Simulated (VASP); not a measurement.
# TePb (F-43m) in VASP: notebook

The runs below take TePb through single point, relaxation of cell and atoms, with PBE, r2SCAN.

Program: VASP 6.6.1. These are calculated values, not measurements. Logs are shortened: lines on timing, memory, paths and dates and some standing lists are left out, and cuts for length are marked.

### 1 The cell of the first run

Symmetry: F-43m, No. 216, cubic system. The conventional cell has a = 7.331 Å, b = 7.331 Å, c = 7.331 Å, α = 90.00°, β = 90.00°, γ = 90.00°. Within 4.2 Å of Pb (site symmetry -43m) lie 4 Te at 3.17 Å. Te (site symmetry -43m) has 4 Pb at 3.17 Å within 4.2 Å.

### 2 Single point, PBE

INCAR reads:

```
PREC = Accurate
ENCUT = 520
EDIFF = 1E-6
ISMEAR = -1
SIGMA = 0.02
LREAL = False
LASPH = True
NELM = 80
ALGO = Normal
ISIF = 2
LWAVE = False
LCHARG = False
GGA = PE
NBANDS = 17
```

KPOINTS reads:

```
regular mesh
0
Gamma
  6 6 6
```

POSCAR reads:

```
TePb
1.0
    0.0000000000      3.6654225781      3.6654225781
    3.6654225781      0.0000000000      3.6654225781
    3.6654225781      3.6654225781      0.0000000000
Pb Te
1 1
Direct
    0.0000000000      0.0000000000      0.0000000000
    0.2500000000      0.2500000000      0.2500000000
```

Potentials or basis: VASP PAW PBE potentials, release 64 (Pb_d, Te).

Run with:

```
$ cat potpaw_PBE.64/Pb_d/POTCAR potpaw_PBE.64/Te/POTCAR > POTCAR
$ mpirun -np 1 vasp_std > vasp.out
```

OUTCAR:

```text
PREC = Accurate
   ENCUT = 520
   EDIFF = 1E-6
   ISMEAR = -1
   LREAL = False
   LASPH = True
   NELM = 80
   ISIF = 2
   GGA = PE

 ion  position               nearest neighbor table
   1  0.000  0.000  0.000-   2 3.17   2 3.17   2 3.17   2 3.17
   2  0.250  0.250  0.250-   1 3.17   1 3.17   1 3.17   1 3.17

  LATTYP: Found a face centered cubic cell.
 ALAT       =     7.3308451562

  Lattice vectors:

 A1 = (   0.0000000000,   3.6654225781,   3.6654225781)
 A2 = (   3.6654225781,   0.0000000000,   3.6654225781)
 A3 = (   3.6654225781,   3.6654225781,   0.0000000000)

Analysis of symmetry for initial positions (statically):
=====================================================================
 Subroutine PRICEL returns:
 Original cell was already a primitive cell.

 Routine SETGRP: Setting up the symmetry group for a
 face centered cubic supercell.

 Subroutine GETGRP returns: Found 24 space group operations
 (whereof 24 operations were pure point group operations)
 out of a pool of 48 trial point group operations.

The static configuration has the point symmetry T_d .

Analysis of symmetry for dynamics (positions and initial velocities):
=====================================================================
 Subroutine PRICEL returns:
 Original cell was already a primitive cell.

 Routine SETGRP: Setting up the symmetry group for a
 face centered cubic supercell.

 Subroutine GETGRP returns: Found 24 space group operations
 (whereof 24 operations were pure point group operations)
 out of a pool of 48 trial point group operations.

The dynamic configuration has the point symmetry T_d .

 Subroutine INISYM returns: Found 24 space group operations
 (whereof 24 operations are pure point group operations),
 and found     1 'primitive' translations

----------------------------------------------------------------------------------------

                                     Primitive cell

  volume of cell :      98.4923

  direct lattice vectors                    reciprocal lattice vectors
     0.000000000  3.665422578  3.665422578    -0.136409920  0.136409920  0.136409920
     3.665422578  0.000000000  3.665422578     0.136409920 -0.136409920  0.136409920
     3.665422578  3.665422578  0.000000000     0.136409920  0.136409920 -0.136409920

  length of vectors
     5.183690322  5.183690322  5.183690322     0.236268912  0.236268912  0.236268912

  position of ions in fractional coordinates (direct lattice)
     0.000000000  0.000000000  0.000000000
     0.250000000  0.250000000  0.250000000

  ion indices of the primitive-cell ions
   primitive index   ion index
                 1           1
                 2           2

----------------------------------------------------------------------------------------

 KPOINTS: regular mesh

Automatic generation of k-mesh.
 Grid dimensions read from file:
 generate k-points for:    6    6    6

 Generating k-lattice:

  Cartesian coordinates                     Fractional coordinates (reciprocal lattice)
    -0.022734987  0.022734987  0.022734987     0.166666667  0.000000000  0.000000000
     0.022734987 -0.022734987  0.022734987     0.000000000  0.166666667  0.000000000
     0.022734987  0.022734987 -0.022734987     0.000000000  0.000000000  0.166666667

  Length of vectors
     0.039378152  0.039378152  0.039378152

  Shift w.r.t. Gamma in fractional coordinates (k-lattice)
     0.000000000  0.000000000  0.000000000

 Subroutine IBZKPT returns following result:
 ===========================================

 Found     16 irreducible k-points:

 Following reciprocal coordinates:
            Coordinates               Weight
  0.000000  0.000000  0.000000      1.000000
  0.166667  0.000000  0.000000      8.000000
  0.333333  0.000000  0.000000      8.000000
  0.500000  0.000000  0.000000      4.000000
  0.166667  0.166667  0.000000      6.000000
  0.333333  0.166667  0.000000     24.000000
[... 8 lines left out ...]
 -0.333333  0.333333  0.166667     24.000000
 -0.333333  0.500000  0.166667     12.000000
   k-points           NKPTS =     16   k-points in BZ     NKDIM =     16   number of bands    NBANDS=     17
   number of dos      NEDOS =    301   number of ions     NIONS =      2
   total plane-waves  NPLWV =  64000
   dimension x,y,z NGX =    40 NGY =   40 NGZ =   40
   dimension x,y,z NGXF=    80 NGYF=   80 NGZF=   80
   ions per type =               1   1
   NGX,Y,Z   is equivalent  to a cutoff of  12.83, 12.83, 12.83 a.u.
   NGXF,Y,Z  is equivalent  to a cutoff of  25.66, 25.66, 25.66 a.u.
 SYSTEM =  unknown system
   PREC   = accura    normal or accurate (medium, high low for compatibility)
   ISTART =      0    job   : 0-new  1-cont  2-samecut
   ICHARG =      2    charge: 1-file 2-atom 10-const
   ISPIN  =      1    spin polarized calculation?
   LNONCOLLINEAR =      F non collinear calculations
   LSORBIT =      F    spin-orbit coupling
   LASPH  =      T    aspherical Exc in radial PAW
   ENCUT  =  520.0 eV  38.22 Ry    6.18 a.u.   9.64  9.64  9.64*2*pi/ulx,y,z
   NELM   =     80;   NELMIN=  2; NELMDL= -5     # of ELM steps
   EDIFF  = 0.1E-05   stopping-criterion for ELM
   LREAL  =      F    real-space projection
   EDIFFG = 0.1E-04   stopping-criterion for IOM
   NSW    =      0    number of steps for IOM
   IBRION =     -1    ionic relax: 0-MD 1-quasi-New 2-CG
   NFREE  =      0    steps in history (QN), initial steepest desc. (CG)
   ISIF   =      2    stress and relaxation
   ISYM   =      2    0-nonsym 1-usesym 2-fastsym
   POTIM  = 0.5000    time-step for ionic-motion
   TEBEG  =    0.0;   TEEND  =   0.0 temperature during run
   PSTRESS=    0.0 pullay stress
   NELECT =      20.0000    total number of electrons
   NUPDOWN=      -1.0000    fix difference up-down
   EMIN   =  10.00;   EMAX   =-10.00  energy-range for DOS
   EFERMI =   0.00;   METHOD = LEGACY
   ISMEAR =    -1;   SIGMA  =   0.02  broadening in eV -4-tet -1-fermi 0-gaus
   EFERMI_NEDOS =   21; number of points for ismear=-14 and -15
   IALGO  =     38    algorithm
   IMIX   =      4    mixing-type and parameters
     AMIX     =   0.40;   BMIX     =  1.00
     AMIX_MAG =   1.60;   BMIX_MAG =  1.00
  volume/ion in A,a.u.               =      49.25       332.33
  Fermi-wavevector in a.u.,A,eV,Ry     =   0.962242  1.818373 12.597754  0.925909
  Thomas-Fermi vector in A             =   2.091683
   LORBIT       =      0    0 simple, 1 ext, 2 COOP (PROOUT), +10 PAW based schemes
   GGA     = PE    functional components
   LHFCALC =     F    Hartree Fock is set to
   AEXX    =    0.0000 exact exchange contribution
   IVDW    =     0    specifies the selected vdW correction
   LEPSILON=     F    determine dielectric tensor
   LRPA    =     F    only Hartree local field effects (RPA)
 non-spin polarized calculation
  energy-cutoff  :      520.00
  volume of cell :       98.49
 maximum number of plane-waves:      2685
 NGX is ok and might be reduce to    40
   NGX = 19   NGY = 19   NGZ = 19

 number of electron      19.9999997 magnetization

 Free energy of the ion-electron system (eV)
  ---------------------------------------------------
  ext. energy  EPLUGINS =         0.00000000
  ---------------------------------------------------
  free energy    TOTEN  =        -7.14634752 eV

  energy without entropy =       -7.14634752  energy(sigma->0) =       -7.14634752

 E-fermi :   2.8751     XC(G=0):  -7.3676

 val. band max:        2.4761598965   @ k =  -0.3333   0.5000   0.1667
 cond. band min:       3.2511099618   @ k =   0.5000   0.5000   0.0000
 fundamental gap:      0.7749500652
 Fermi energy:         2.8750780450

 k-point     1 :       0.0000    0.0000    0.0000
  band No.  band energies     occupation
      1     -14.3105      2.00000
      2     -14.3105      2.00000
      3     -14.3105      2.00000
      4     -14.2897      2.00000
      5     -14.2897      2.00000
      6      -8.6485      2.00000
[... 9 lines left out ...]
     16       9.6794      0.00000
     17      10.5828      0.00000

 k-point     2 :       0.1667    0.0000    0.0000
  band No.  band energies     occupation
      1     -14.3126      2.00000
      2     -14.3094      2.00000
      3     -14.3094      2.00000
      4     -14.2896      2.00000
      5     -14.2896      2.00000
      6      -8.5124      2.00000
[... 9 lines left out ...]
     16       9.1290      0.00000
     17      10.0902      0.00000

 k-point     3 :       0.3333    0.0000    0.0000
  band No.  band energies     occupation
      1     -14.3167      2.00000
      2     -14.3074      2.00000
      3     -14.3074      2.00000
      4     -14.2892      2.00000
      5     -14.2892      2.00000
      6      -8.1809      2.00000
[... 9 lines left out ...]
     16       9.2297      0.00000
     17      10.3108      0.00000

 k-point     4 :       0.5000    0.0000    0.0000
  band No.  band energies     occupation
      1     -14.3188      2.00000
      2     -14.3065      2.00000
      3     -14.3065      2.00000
      4     -14.2889      2.00000
      5     -14.2889      2.00000
      6      -7.9652      2.00000
[... 9 lines left out ...]
     16       9.9425      0.00000
     17       9.9425      0.00000

 k-point     5 :       0.1667    0.1667    0.0000
  band No.  band energies     occupation
      1     -14.3147      2.00000
      2     -14.3083      2.00000
      3     -14.3083      2.00000
      4     -14.2902      2.00000
      5     -14.2890      2.00000
      6      -8.4648      2.00000
[... 9 lines left out ...]
     16       9.9117      0.00000
     17      11.1384      0.00000

 k-point     6 :       0.3333    0.1667    0.0000
  band No.  band energies     occupation
      1     -14.3183      2.00000
      2     -14.3065      2.00000
      3     -14.3061      2.00000
      4     -14.2905      2.00000
      5     -14.2885      2.00000
      6      -8.1869      2.00000
[... 9 lines left out ...]
     16       9.9601      0.00000
     17      10.9295      0.00000

 k-point     7 :       0.5000    0.1667    0.0000
  band No.  band energies     occupation
      1     -14.3202      2.00000
      2     -14.3057      2.00000
      3     -14.3052      2.00000
      4     -14.2899      2.00000
      5     -14.2886      2.00000
      6      -7.8944      2.00000
[... 9 lines left out ...]
     16      10.0619      0.00000
     17      10.1958      0.00000

 k-point     8 :      -0.3333    0.1667    0.0000
  band No.  band energies     occupation
      1     -14.3190      2.00000
      2     -14.3060      2.00000
      3     -14.3060      2.00000
      4     -14.2894      2.00000
      5     -14.2891      2.00000
      6      -7.9751      2.00000
[... 9 lines left out ...]
     16       9.6065      0.00000
     17      10.5328      0.00000

 k-point     9 :      -0.1667    0.1667    0.0000
  band No.  band energies     occupation
      1     -14.3157      2.00000
      2     -14.3082      2.00000
      3     -14.3073      2.00000
      4     -14.2899      2.00000
      5     -14.2891      2.00000
      6      -8.3047      2.00000
[... 9 lines left out ...]
     16       9.1290      0.00000
     17      11.0364      0.00000

 k-point    10 :       0.3333    0.3333    0.0000
  band No.  band energies     occupation
      1     -14.3227      2.00000
      2     -14.3037      2.00000
      3     -14.3037      2.00000
      4     -14.2916      2.00000
      5     -14.2877      2.00000
      6      -7.9867      2.00000
[... 9 lines left out ...]
     16      10.5707      0.00000
     17      12.4209      0.00000

 k-point    11 :       0.5000    0.3333    0.0000
  band No.  band energies     occupation
      1     -14.3242      2.00000
      2     -14.3031      2.00000
      3     -14.3026      2.00000
      4     -14.2916      2.00000
      5     -14.2877      2.00000
      6      -7.7264      2.00000
[... 9 lines left out ...]
     16      10.4787      0.00000
     17      11.7321      0.00000

 k-point    12 :      -0.3333    0.3333    0.0000
  band No.  band energies     occupation
      1     -14.3221      2.00000
      2     -14.3045      2.00000
      3     -14.3036      2.00000
      4     -14.2903      2.00000
      5     -14.2886      2.00000
      6      -7.7211      2.00000
[... 9 lines left out ...]
     16      10.3042      0.00000
     17      11.7282      0.00000

 k-point    13 :       0.5000    0.5000    0.0000
  band No.  band energies     occupation
      1     -14.3266      2.00000
      2     -14.3015      2.00000
      3     -14.3015      2.00000
      4     -14.2924      2.00000
      5     -14.2871      2.00000
      6      -7.6230      2.00000
[... 9 lines left out ...]
     16      11.1982      0.00000
     17      11.2766      0.00000

 k-point    14 :       0.5000    0.3333    0.1667
  band No.  band energies     occupation
      1     -14.3212      2.00000
      2     -14.3054      2.00000
      3     -14.3040      2.00000
      4     -14.2907      2.00000
      5     -14.2883      2.00000
      6      -7.9030      2.00000
[... 9 lines left out ...]
     16      10.3455      0.00000
     17      11.1364      0.00000

 k-point    15 :      -0.3333    0.3333    0.1667
  band No.  band energies     occupation
      1     -14.3221      2.00000
      2     -14.3053      2.00000
      3     -14.3029      2.00000
      4     -14.2904      2.00000
      5     -14.2886      2.00000
      6      -7.7211      2.00000
[... 9 lines left out ...]
     16      10.2032      0.00000
     17      11.1069      0.00000

 k-point    16 :      -0.3333    0.5000    0.1667
  band No.  band energies     occupation
      1     -14.3242      2.00000
      2     -14.3040      2.00000
      3     -14.3016      2.00000
      4     -14.2913      2.00000
      5     -14.2879      2.00000
      6      -7.6203      2.00000
[... 9 lines left out ...]
     16      10.8006      0.00000
     17      11.0257      0.00000

------------------------ aborting loop because EDIFF is reached ----------------------------------------

  FORCE on cell =-STRESS in cart. coord.  units (eV):
  Direction    XX          YY          ZZ          XY          YZ          ZX
  --------------------------------------------------------------------------------------
  -------------------------------------------------------------------------------------
  Total        0.0108160      0.0108160      0.0108160     -0.0000000     -0.0000000     -0.0000000
  in kB        0.1759445      0.1759445      0.1759445     -0.0000000     -0.0000000     -0.0000000
  external PRESSURE =       0.1759445 kB  Pullay stress =       0.0000000 kB

 VOLUME and BASIS-vectors are now :
 -----------------------------------------------------------------------------
  energy-cutoff  :      520.00
  volume of cell :       98.49
      direct lattice vectors                 reciprocal lattice vectors
     0.000000000  3.665422578  3.665422578    -0.136409920  0.136409920  0.136409920
     3.665422578  0.000000000  3.665422578     0.136409920 -0.136409920  0.136409920
     3.665422578  3.665422578  0.000000000     0.136409920  0.136409920 -0.136409920

 POSITION                                       TOTAL-FORCE (eV/Angst)
 -----------------------------------------------------------------------------------
      0.00000      0.00000      0.00000        -0.000000     -0.000000     -0.000000
      1.83271      1.83271      1.83271         0.000000      0.000000      0.000000
 -----------------------------------------------------------------------------------
    total drift:                                0.000000      0.000000      0.000000

  FREE ENERGIE OF THE ION-ELECTRON SYSTEM (eV)
  ---------------------------------------------------
  free  energy   TOTEN  =        -7.1463475152 eV

  energy  without entropy=       -7.1463475151  energy(sigma->0) =       -7.14634752
```

Wall time 22 s (1 thread of Intel Xeon 6975P-C (Granite Rapids), shared host); peak memory 0.24 GiB.

What came out:

| Property | Result |
| --- | --- |
| Free energy | -7.1463 eV |
| Pressure | 0.0 GPa |
| Band gap on the k mesh | 0.77 eV, indirect (least direct gap 1.20 eV) |

Caveat: spin-orbit coupling is left out, which moves the levels of the heavy elements. A k mesh can miss the band edges.

[end of part 1 of 2]
